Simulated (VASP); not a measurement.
# SiO2 (P4_12_12) in VASP: single point with PBEsol

Aim: the single point of SiO2 with PBEsol.

Everything below comes from runs of VASP 6.6.1. Logs are shortened: lines on timing, memory, paths and dates and some standing lists are left out, and cuts for length are marked.

**1. The cell of the first run**

The structure is tetragonal, space group P4_12_12 (No. 92). The conventional cell has a = 5.034 Å, b = 5.034 Å, c = 7.022 Å, α = 90.00°, β = 90.00°, γ = 90.00°. Si (site symmetry 2) has 4 O at 1.62 Å within 2.2 Å. Within 2.2 Å of O (site symmetry 1) lie 2 Si at 1.62 Å.

**2. Single point, PBEsol**

Input file INCAR:

```
SYSTEM = SiO2
  ALGO = Normal
  EDIFF = 1E-6
  ENCUT = 520
  GGA = PS
  ISIF = 2
  ISMEAR = 0
  LASPH = .True.
  LCHARG = .False.
  LREAL = .False.
  LWAVE = .False.
  NBANDS = 44
  NELM = 60
  PREC = Accurate
  SIGMA = 0.02
```

Input file KPOINTS:

```
k-points
0
Gamma
  6 6 4
  0 0 0
```

Input file POSCAR:

```
SiO2
1.0
    5.0342911131      0.0000000000      0.0000000000
    0.0000000000      5.0342911131      0.0000000000
    0.0000000000      0.0000000000      7.0217094304
Si O
4 8
Direct
    0.2972535773      0.2972535773      0.0000000000
    0.2027464227      0.7972535773      0.2500000000
    0.7027464227      0.7027464227      0.5000000000
    0.7972535773      0.2027464227      0.7500000000
    0.2399131686      0.1002405122      0.1774903482
    0.3997594878      0.7399131686      0.4274903482
    0.7600868314      0.8997594878      0.6774903482
    0.6002405122      0.2600868314      0.9274903482
    0.7399131686      0.3997594878      0.5725096518
    0.8997594878      0.7600868314      0.3225096518
    0.2600868314      0.6002405122      0.0725096518
    0.1002405122      0.2399131686      0.8225096518
```

Potentials or basis: VASP PAW PBE potentials, release 64 (Si, O).

Started as:

```sh
cat potpaw_PBE.64/Si/POTCAR potpaw_PBE.64/O/POTCAR > POTCAR
mpirun -np 1 vasp_std > vasp.out
```

OUTCAR:

```text
SYSTEM = SiO2
   EDIFF = 1E-6
   ENCUT = 520
   GGA = PS
   ISIF = 2
   ISMEAR = 0
   LASPH = .True.
   LREAL = .False.
   NELM = 60
   PREC = Accurate

 ion  position               nearest neighbor table
   1  0.297  0.297  0.000-   5 1.62  12 1.62  11 1.62   8 1.62   2 3.11   4 3.11   2 3.11   4 3.11

   2  0.203  0.797  0.250-   6 1.62  11 1.62  10 1.62   5 1.62   1 3.11   3 3.11   1 3.11   3 3.11

   3  0.703  0.703  0.500-   7 1.62  10 1.62   9 1.62   6 1.62   2 3.11   4 3.11   4 3.11   2 3.11

   4  0.797  0.203  0.750-   8 1.62   9 1.62   7 1.62  12 1.62   1 3.11   3 3.11   3 3.11   1 3.11

   5  0.240  0.100  0.177-   1 1.62   2 1.62
   6  0.400  0.740  0.427-   2 1.62   3 1.62
   7  0.760  0.900  0.677-   3 1.62   4 1.62
   8  0.600  0.260  0.927-   4 1.62   1 1.62
   9  0.740  0.400  0.573-   4 1.62   3 1.62
  10  0.900  0.760  0.323-   3 1.62   2 1.62
  11  0.260  0.600  0.073-   2 1.62   1 1.62
  12  0.100  0.240  0.823-   1 1.62   4 1.62

  LATTYP: Found a simple tetragonal cell.
 ALAT       =     5.0342911131
 C/A-ratio  =     1.3947762004

  Lattice vectors:

 A1 = (   5.0342911131,   0.0000000000,   0.0000000000)
 A2 = (   0.0000000000,   5.0342911131,   0.0000000000)
 A3 = (   0.0000000000,   0.0000000000,   7.0217094304)

Analysis of symmetry for initial positions (statically):
=====================================================================
 Subroutine PRICEL returns:
 Original cell was already a primitive cell.

 Routine SETGRP: Setting up the symmetry group for a
 simple tetragonal supercell.

 Subroutine GETGRP returns: Found  8 space group operations
 (whereof  2 operations were pure point group operations)
 out of a pool of 16 trial point group operations.

The static configuration has the point symmetry C_2 .
 The point group associated with its full space group is D_4 .

Analysis of symmetry for dynamics (positions and initial velocities):
=====================================================================
 Subroutine PRICEL returns:
 Original cell was already a primitive cell.

 Routine SETGRP: Setting up the symmetry group for a
 simple tetragonal supercell.

 Subroutine GETGRP returns: Found  8 space group operations
 (whereof  2 operations were pure point group operations)
 out of a pool of 16 trial point group operations.

The dynamic configuration has the point symmetry C_2 .
 The point group associated with its full space group is D_4 .

 Subroutine INISYM returns: Found  8 space group operations
 (whereof  2 operations are pure point group operations),
 and found     1 'primitive' translations

----------------------------------------------------------------------------------------

                                     Primitive cell

  volume of cell :     177.9588

  direct lattice vectors                    reciprocal lattice vectors
     5.034291113  0.000000000  0.000000000     0.198637698  0.000000000  0.000000000
     0.000000000  5.034291113  0.000000000     0.000000000  0.198637698  0.000000000
     0.000000000  0.000000000  7.021709430     0.000000000  0.000000000  0.142415463

  length of vectors
     5.034291113  5.034291113  7.021709430     0.198637698  0.198637698  0.142415463

  position of ions in fractional coordinates (direct lattice)
     0.297253577  0.297253577  0.000000000
     0.202746423  0.797253577  0.250000000
     0.702746423  0.702746423  0.500000000
     0.797253577  0.202746423  0.750000000
     0.239913169  0.100240512  0.177490348
     0.399759488  0.739913169  0.427490348
     0.760086831  0.899759488  0.677490348
     0.600240512  0.260086831  0.927490348
     0.739913169  0.399759488  0.572509652
     0.899759488  0.760086831  0.322509652
     0.260086831  0.600240512  0.072509652
     0.100240512  0.239913169  0.822509652

  ion indices of the primitive-cell ions
   primitive index   ion index
                 1           1
                 2           2
                 3           3
                 4           4
                 5           5
                 6           6
                 7           7
                 8           8
                 9           9
                10          10
                11          11
                12          12

----------------------------------------------------------------------------------------

 KPOINTS: k-points

Automatic generation of k-mesh.
 Grid dimensions read from file:
 generate k-points for:    6    6    4

 Generating k-lattice:

  Cartesian coordinates                     Fractional coordinates (reciprocal lattice)
     0.033106283  0.000000000  0.000000000     0.166666667  0.000000000  0.000000000
     0.000000000  0.033106283  0.000000000     0.000000000  0.166666667  0.000000000
     0.000000000  0.000000000  0.035603866     0.000000000  0.000000000  0.250000000

  Length of vectors
     0.033106283  0.033106283  0.035603866

  Shift w.r.t. Gamma in fractional coordinates (k-lattice)
     0.000000000  0.000000000  0.000000000

 Subroutine IBZKPT returns following result:
 ===========================================

 Found     30 irreducible k-points:

 Following reciprocal coordinates:
            Coordinates               Weight
  0.000000  0.000000  0.000000      1.000000
  0.166667  0.000000  0.000000      4.000000
  0.333333  0.000000  0.000000      4.000000
  0.500000  0.000000  0.000000      2.000000
  0.166667  0.166667  0.000000      4.000000
  0.333333  0.166667  0.000000      8.000000
[... 16 lines left out ...]
  0.333333  0.000000  0.500000      4.000000
  0.500000  0.000000  0.500000      2.000000
 [... further k-points ...]
   k-points           NKPTS =     30   k-points in BZ     NKDIM =     30   number of bands    NBANDS=     44
   number of dos      NEDOS =    301   number of ions     NIONS =     12
   total plane-waves  NPLWV =  86400
   dimension x,y,z NGX =    40 NGY =   40 NGZ =   54
   dimension x,y,z NGXF=    80 NGYF=   80 NGZF=  108
   ions per type =               4   8
   NGX,Y,Z   is equivalent  to a cutoff of  13.21, 13.21, 12.79 a.u.
   NGXF,Y,Z  is equivalent  to a cutoff of  26.42, 26.42, 25.57 a.u.
 SYSTEM =  SiO2
   PREC   = accura    normal or accurate (medium, high low for compatibility)
   ISTART =      0    job   : 0-new  1-cont  2-samecut
   ICHARG =      2    charge: 1-file 2-atom 10-const
   ISPIN  =      1    spin polarized calculation?
   LNONCOLLINEAR =      F non collinear calculations
   LSORBIT =      F    spin-orbit coupling
   LASPH  =      T    aspherical Exc in radial PAW
   ENCUT  =  520.0 eV  38.22 Ry    6.18 a.u.   9.36  9.36 13.06*2*pi/ulx,y,z
   NELM   =     60;   NELMIN=  2; NELMDL= -5     # of ELM steps
   EDIFF  = 0.1E-05   stopping-criterion for ELM
   LREAL  =      F    real-space projection
[... 7 lines left out ...]
   TEBEG  =    0.0;   TEEND  =   0.0 temperature during run
   PSTRESS=    0.0 pullay stress
   NELECT =      64.0000    total number of electrons
   NUPDOWN=      -1.0000    fix difference up-down
   EMIN   =  10.00;   EMAX   =-10.00  energy-range for DOS
   EFERMI =   0.00;   METHOD = LEGACY
   ISMEAR =     0;   SIGMA  =   0.02  broadening in eV -4-tet -1-fermi 0-gaus
   EFERMI_NEDOS =   21; number of points for ismear=-14 and -15
   IALGO  =     38    algorithm
   IMIX   =      4    mixing-type and parameters
     AMIX     =   0.40;   BMIX     =  1.00
     AMIX_MAG =   1.60;   BMIX_MAG =  1.00
  volume/ion in A,a.u.               =      14.83       100.08
  Fermi-wavevector in a.u.,A,eV,Ry     =   1.164202  2.200023 18.440876  1.355366
  Thomas-Fermi vector in A             =   2.300743
   LORBIT       =      0    0 simple, 1 ext, 2 COOP (PROOUT), +10 PAW based schemes
   GGA     = PS    functional components
   LHFCALC =     F    Hartree Fock is set to
   AEXX    =    0.0000 exact exchange contribution
   IVDW    =     0    specifies the selected vdW correction
   LEPSILON=     F    determine dielectric tensor
   LRPA    =     F    only Hartree local field effects (RPA)
 non-spin polarized calculation
 Gauss-broadening in eV      SIGMA  =   0.02
  energy-cutoff  :      520.00
  volume of cell :      177.96
 maximum number of plane-waves:      4823
 NGX is ok and might be reduce to    40
   NGX = 19   NGY = 19   NGZ = 27

 number of electron      64.0000014 magnetization

 Free energy of the ion-electron system (eV)
  ---------------------------------------------------
  ext. energy  EPLUGINS =         0.00000000
  ---------------------------------------------------
  free energy    TOTEN  =       -98.69562581 eV

  energy without entropy =      -98.69562581  energy(sigma->0) =      -98.69562581

 E-fermi :  -0.0680     XC(G=0):  -8.3875

 val. band max:       -0.1730815753   @ k =   0.0000   0.0000   0.0000
 cond. band min:       5.3970762928   @ k =   0.0000   0.0000   0.0000
 fundamental gap:      5.5701578681
 Fermi energy:        -0.0680191926

 k-point     1 :       0.0000    0.0000    0.0000
  band No.  band energies     occupation
      1     -19.5031      2.00000
      2     -18.6116      2.00000
      3     -18.6116      2.00000
      4     -17.4482      2.00000
      5     -17.4116      2.00000
      6     -17.4091      2.00000
[... 36 lines left out ...]
     43      10.9108      0.00000
     44      11.0140      0.00000

 k-point     2 :       0.1667    0.0000    0.0000
  band No.  band energies     occupation
      1     -19.4464      2.00000
      2     -18.6709      2.00000
      3     -18.5435      2.00000
      4     -17.4965      2.00000
      5     -17.4517      2.00000
      6     -17.4236      2.00000
[... 1026 lines left out ...]
 k-point    24 :       0.5000    0.0000    0.5000
  band No.  band energies     occupation
      1     -19.0602      2.00000
      2     -19.0602      2.00000
      3     -18.0836      2.00000
      4     -18.0836      2.00000
      5     -17.4480      2.00000
      6     -17.4480      2.00000
[... 36 lines left out ...]
     43      11.1170      0.00000
     44      11.1195      0.00000

 [... further k-points ...]

------------------------ aborting loop because EDIFF is reached ----------------------------------------

  FORCE on cell =-STRESS in cart. coord.  units (eV):
  Direction    XX          YY          ZZ          XY          YZ          ZX
  --------------------------------------------------------------------------------------
  -------------------------------------------------------------------------------------
  Total        0.5360483      0.5360483      0.4848879      0.0000000      0.0000000     -0.0000000
  in kB        4.8260857      4.8260857      4.3654839      0.0000000      0.0000000     -0.0000000
  external PRESSURE =       4.6725518 kB  Pullay stress =       0.0000000 kB

 VOLUME and BASIS-vectors are now :
 -----------------------------------------------------------------------------
  energy-cutoff  :      520.00
  volume of cell :      177.96
      direct lattice vectors                 reciprocal lattice vectors
     5.034291113  0.000000000  0.000000000     0.198637698  0.000000000  0.000000000
     0.000000000  5.034291113  0.000000000     0.000000000  0.198637698  0.000000000
     0.000000000  0.000000000  7.021709430     0.000000000  0.000000000  0.142415463

 POSITION                                       TOTAL-FORCE (eV/Angst)
 -----------------------------------------------------------------------------------
      1.49646      1.49646      0.00000         0.017487      0.017487     -0.000000
      1.02068      4.01361      1.75543        -0.017487      0.017487     -0.000000
      3.53783      3.53783      3.51085        -0.017487     -0.017487     -0.000000
      4.01361      1.02068      5.26628         0.017487     -0.017487     -0.000000
      1.20779      0.50464      1.24629        -0.002119      0.013856      0.012867
      2.01251      3.72494      3.00171        -0.013856     -0.002119      0.012867
      3.82650      4.52965      4.75714         0.002119     -0.013856      0.012867
      3.02179      1.30935      6.51257         0.013856      0.002119      0.012867
      3.72494      2.01251      4.02000        -0.002119     -0.013856     -0.012867
      4.52965      3.82650      2.26457        -0.013856      0.002119     -0.012867
      1.30935      3.02179      0.50914         0.002119      0.013856     -0.012867
      0.50464      1.20779      5.77542         0.013856     -0.002119     -0.012867
 -----------------------------------------------------------------------------------
    total drift:                               -0.000000      0.000000      0.000000

  FREE ENERGIE OF THE ION-ELECTRON SYSTEM (eV)
  ---------------------------------------------------
  free  energy   TOTEN  =       -98.6956258122 eV

  energy  without entropy=      -98.6956258122  energy(sigma->0) =      -98.69562581
```

It took 3.8 min on 1 thread of Intel Xeon Platinum 8259CL at 2.50GHz (Skylake/Cascade Lake), shared host; peak memory 0.37 GiB.

What came out:

- Free energy: -98.6956 eV
- Pressure: 0.5 GPa
- Largest force: 0.025 eV/Å
- Band gap on the k mesh: 5.57 eV

Forces in eV/Å, atoms in the order of the input:
```
Si   0.017  0.017  0.000
Si  -0.017  0.017  0.000
Si  -0.017 -0.017  0.000
Si   0.017 -0.017  0.000
O   -0.002  0.014  0.013
O   -0.014 -0.002  0.013
O    0.002 -0.014  0.013
O    0.014  0.002  0.013
O   -0.002 -0.014 -0.013
O   -0.014  0.002 -0.013
O    0.002  0.014 -0.013
O    0.014 -0.002 -0.013
```

Caveat: the PAW data sets were made with another functional, which shifts forces and pressure a little.
